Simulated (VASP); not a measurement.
# TbBe2H2 (P6/mmm) in VASP: a series of runs, part 3 of 3

VASP 6.6.1.

## 5. Single point, PBE

This run uses another cell than the first one, of 9.90 Å³/atom.

Contents of INCAR:

```
SYSTEM = TbBe2H2
PREC = Accurate
ENCUT = 600
EDIFF = 1E-6
ISMEAR = 0
SIGMA = 0.1
LREAL = .FALSE.
LASPH = .TRUE.
NELM = 200
ALGO = Normal
ISIF = 2
LWAVE = .FALSE.
LCHARG = .TRUE.
GGA = PE
LELF = .TRUE.
LVHAR = .TRUE.
NBANDS = 16
GGA_COMPAT = .FALSE.
LMAXMIX = 6
```

Contents of KPOINTS:

```
Automatic mesh
0
G
  12 12 10
  0 0 0
```

Contents of POSCAR:

```
TbBe2H2
1.0
    3.9987535207      0.0000000000      0.0000000000
   -1.9993767604      3.4630221324      0.0000000000
    0.0000000000      0.0000000000      3.5760681695
Tb Be H
1 2 2
Direct
    0.0000000000      0.0000000000      0.5000000000
    0.3333333333      0.6666666667      0.0000000000
    0.6666666667      0.3333333333      0.0000000000
    0.3333333333      0.6666666667      0.5000000000
    0.6666666667      0.3333333333      0.5000000000
```

Potentials or basis: VASP PAW PBE potentials, release 64 (Tb_3, Be, H), 4f in core.

Started as:

```
> cat potpaw_PBE.64/Tb_3/POTCAR potpaw_PBE.64/Be/POTCAR potpaw_PBE.64/H/POTCAR > POTCAR
> mpirun -np 1 vasp_std > vasp.out
```

OUTCAR:

```text
SYSTEM = TbBe2H2
   PREC = Accurate
   ENCUT = 600
   EDIFF = 1E-6
   ISMEAR = 0
   LREAL = .FALSE.
   LASPH = .TRUE.
   NELM = 200
   ISIF = 2
   GGA = PE

 ion  position               nearest neighbor table
   1  0.000  0.000  0.500-   4 2.31   5 2.31   5 2.31   4 2.31   5 2.31   4 2.31   2 2.92   3 2.92
                             2 2.92   3 2.92   3 2.92   2 2.92   3 2.92   2 2.92   3 2.92   2 2.92
   2  0.333  0.667  0.000-   3 2.31   3 2.31   3 2.31   1 2.92   1 2.92   1 2.92   1 2.92   1 2.92
                             1 2.92
   3  0.667  0.333  0.000-   2 2.31   2 2.31   2 2.31   1 2.92   1 2.92   1 2.92   1 2.92   1 2.92
                             1 2.92
   4  0.333  0.667  0.500-   1 2.31   1 2.31   1 2.31
   5  0.667  0.333  0.500-   1 2.31   1 2.31   1 2.31

  LATTYP: Found a hexagonal cell.
 ALAT       =     3.9987535207
 C/A-ratio  =     0.8942957227

  Lattice vectors:

 A1 = (   3.9987535207,   0.0000000000,   0.0000000000)
 A2 = (  -1.9993767604,   3.4630221324,   0.0000000000)
 A3 = (   0.0000000000,   0.0000000000,   3.5760681695)

Analysis of symmetry for initial positions (statically):
=====================================================================
 Subroutine PRICEL returns:
 Original cell was already a primitive cell.

 Routine SETGRP: Setting up the symmetry group for a
 hexagonal supercell.

 Subroutine GETGRP returns: Found 24 space group operations
 (whereof 24 operations were pure point group operations)
 out of a pool of 24 trial point group operations.

The static configuration has the point symmetry D_6h.

Analysis of symmetry for dynamics (positions and initial velocities):
=====================================================================
 Subroutine PRICEL returns:
 Original cell was already a primitive cell.

 Routine SETGRP: Setting up the symmetry group for a
 hexagonal supercell.

 Subroutine GETGRP returns: Found 24 space group operations
 (whereof 24 operations were pure point group operations)
 out of a pool of 24 trial point group operations.

The dynamic configuration has the point symmetry D_6h.
[... 130 lines left out ...]
   GGA     = PE    functional components
   LHFCALC =     F    Hartree Fock is set to
   AEXX    =    0.0000 exact exchange contribution
   IVDW    =     0    specifies the selected vdW correction
   LEPSILON=     F    determine dielectric tensor
   LRPA    =     F    only Hartree local field effects (RPA)
 non-spin polarized calculation
 Gauss-broadening in eV      SIGMA  =   0.10
  energy-cutoff  :      600.00
  volume of cell :       49.52
 maximum number of plane-waves:      1680
 NGX is ok and might be reduce to    32
   NGX = 15   NGY = 15   NGZ = 15

 number of electron      15.0000001 magnetization

 Free energy of the ion-electron system (eV)
  ---------------------------------------------------
  ext. energy  EPLUGINS =         0.00000000
  ---------------------------------------------------
  free energy    TOTEN  =       -19.91759664 eV

  energy without entropy =      -19.91103242  energy(sigma->0) =      -19.91431453

 E-fermi :   3.9970     XC(G=0): -10.5921

 val. band max:        3.9818820108   @ k =   0.2500   0.0833   0.2000
 cond. band min:       4.0101362217   @ k =   0.5000   0.0000   0.1000
 fundamental gap:      0.0282542109
 Fermi energy:         3.9969849806

 k-point     1 :       0.0000    0.0000    0.0000
  band No.  band energies     occupation
      1     -17.5458      2.00000
      2     -17.5458      2.00000
      3     -17.2324      2.00000
      4      -5.1364      2.00000
      5       1.8443      2.00000
      6       2.2505      2.00000
[... 433 lines left out ...]
      3     -17.2493      2.00000
      4      -3.4792      2.00000
      5      -1.1304      2.00000
      6       2.4193      2.00000
[... 8 lines left out ...]
     15      12.4024      0.00000
     16      12.9884      0.00000

 [... further k-points ...]

------------------------ aborting loop because EDIFF is reached ----------------------------------------

  FORCE on cell =-STRESS in cart. coord.  units (eV):
  Direction    XX          YY          ZZ          XY          YZ          ZX
  --------------------------------------------------------------------------------------
  -------------------------------------------------------------------------------------
  Total        0.0839717      0.0839717      0.0867613     -0.0000000     -0.0000000      0.0000000
  in kB        2.7167999      2.7167999      2.8070553     -0.0000000     -0.0000000      0.0000000
  external PRESSURE =       2.7468851 kB  Pullay stress =       0.0000000 kB

 VOLUME and BASIS-vectors are now :
 -----------------------------------------------------------------------------
  energy-cutoff  :      600.00
  volume of cell :       49.52
      direct lattice vectors                 reciprocal lattice vectors
     3.998753521  0.000000000  0.000000000     0.250077929  0.144382560  0.000000000
    -1.999376760  3.463022132  0.000000000     0.000000000  0.288765120  0.000000000
     0.000000000  0.000000000  3.576068170     0.000000000  0.000000000  0.279636727

 POSITION                                       TOTAL-FORCE (eV/Angst)
 -----------------------------------------------------------------------------------
      0.00000      0.00000      1.78803         0.000000      0.000000      0.000000
     -0.00000      2.30868      0.00000        -0.000000      0.000000      0.000000
      1.99938      1.15434      0.00000         0.000000     -0.000000     -0.000000
     -0.00000      2.30868      1.78803         0.000000      0.000000      0.000000
      1.99938      1.15434      1.78803         0.000000      0.000000      0.000000
 -----------------------------------------------------------------------------------
    total drift:                                0.000000     -0.000000      0.000000

  FREE ENERGIE OF THE ION-ELECTRON SYSTEM (eV)
  ---------------------------------------------------
  free  energy   TOTEN  =       -19.9175966381 eV

  energy  without entropy=      -19.9110324249  energy(sigma->0) =      -19.91431453
```

OSZICAR:

```text
N       E                     dE             d eps       ncg     rms          rms(c)
DAV:   1     0.321956752665E+02    0.32196E+02   -0.67904E+03  3648   0.897E+02
DAV:   2    -0.184965903791E+02   -0.50692E+02   -0.47624E+02  4232   0.211E+02
DAV:   3    -0.202964223770E+02   -0.17998E+01   -0.17742E+01  5080   0.284E+01
DAV:   4    -0.203120936453E+02   -0.15671E-01   -0.15652E-01  4080   0.281E+00
DAV:   5    -0.203122585390E+02   -0.16489E-03   -0.16488E-03  5168   0.265E-01    0.266E+01
DAV:   6    -0.199691000665E+02    0.34316E+00   -0.21672E-01  4960   0.361E+00    0.169E+01
DAV:   7    -0.199387145441E+02    0.30386E-01   -0.29787E-01  5432   0.392E+00    0.181E+00
DAV:   8    -0.199181175427E+02    0.20597E-01   -0.78537E-02  4720   0.209E+00    0.620E-01
DAV:   9    -0.199175868472E+02    0.53070E-03   -0.63843E-03  4632   0.584E-01    0.103E-01
DAV:  10    -0.199175955384E+02   -0.86912E-05   -0.24602E-04  4520   0.116E-01    0.124E-01
DAV:  11    -0.199175981206E+02   -0.25821E-05   -0.34668E-05  4720   0.404E-02    0.486E-02
DAV:  12    -0.199175968491E+02    0.12715E-05   -0.36525E-06  4248   0.143E-02    0.120E-02
DAV:  13    -0.199175966381E+02    0.21095E-06   -0.52982E-07  2408   0.489E-03
   1 F= -.19917597E+02 E0= -.19914315E+02  d E =-.656421E-02
```

stdout:

```text
POSCAR found type information on POSCAR TbBeH
 POSCAR found :  3 types and       5 ions
 scaLAPACK will be used
 LDA part: xc-table for (Slater+PW92), standard interpolation
 POSCAR, INCAR and KPOINTS ok, starting setup
 FFT: planning ... GRIDC
 FFT: planning ... GRID_SOFT
 FFT: planning ... GRID
 WAVECAR not read
 entering main loop
```

Wall time 1.7 min (1 thread of Intel Xeon Platinum 8375C at 2.90GHz (Ice Lake), shared host); peak memory 0.27 GiB.

Results:

```yaml
Free_energy: -19.9176 eV
Pressure: 0.3 GPa
Band_gap_on_the_k_mesh: zero (an odd number of electrons rules out a gap without spin polarisation)
```

Levels at points of the mesh, in eV from the Fermi level:
| k point | band 5 | band 6 | band 7 | band 8 | band 9 | band 10 | band 11 | band 12 |
| --- | --- | --- | --- | --- | --- | --- | --- | --- |
| (0.00, 0.00, 0.00) | -2.15 | -1.75 | -0.87 | -0.87 | 1.68 | 5.00 | 5.00 | 5.49 |
| (0.50, 0.00, 0.00) | -6.08 | -1.75 | 0.18 | 0.57 | 2.26 | 4.13 | 4.18 | 4.39 |
| (0.00, 0.00, 0.50) | -4.15 | -2.29 | 1.34 | 1.34 | 1.52 | 1.52 | 2.10 | 2.10 |
| (0.50, 0.00, 0.50) | -5.10 | -4.19 | -1.72 | -1.18 | 4.91 | 5.08 | 5.40 | 7.10 |

Caveat: spin-orbit coupling is left out, which moves the levels of the heavy elements; the 4f electrons are frozen in the core, so they carry no moment and show no levels. Spin polarisation is off, so any magnetic state and its effect on volume and gap are missing.

## 6. Summary

| task | cell | k mesh | gap on the mesh (eV) | pressure (GPa) | relaxed volume (Å³/atom) |
| --- | --- | --- | --- | --- | --- |
| single point | a = 4.011, b = 4.011, c = 3.566 Å, angles 90.0, 90.0, 120.0°, 5 atoms | 6 × 6 × 6 | none | 0.0 | - |
| relaxation of cell and atoms | relaxed from a = 4.387, b = 4.387, c = 3.799 Å, angles 90.0, 90.0, 120.0°, 5 atoms | 6 × 6 × 4 | none | 0.1 | 9.90 |
| relaxation of cell and atoms | relaxed from a = 4.040, b = 4.040, c = 3.495 Å, angles 90.0, 90.0, 120.0°, 5 atoms | 6 × 6 × 6 | none | -0.4 | 9.97 |
| single point | a = 3.999, b = 3.999, c = 3.576 Å, angles 90.0, 90.0, 120.0°, 5 atoms | 12 × 12 × 10 | none | 0.3 | - |

Alike in all rows: level PBE; potentials or basis VASP PAW PBE potentials, release 64 (Tb_3, Be, H), 4f in core; no spin polarisation; cutoff (eV) 600; smearing gaussian 0.1 eV.

Caveats: some runs use coarse meshes; spin-orbit coupling is left out, which moves the levels of the heavy elements; the 4f electrons are frozen in the core, so they carry no moment and show no levels; the volume moved by over 15 % at a fixed basis, so the end points are rough (at least some runs).

Absolute energies hang on the potentials; compare differences alone.

The gap in the log of VASP goes by the Fermi energy; the results here count the filled bands.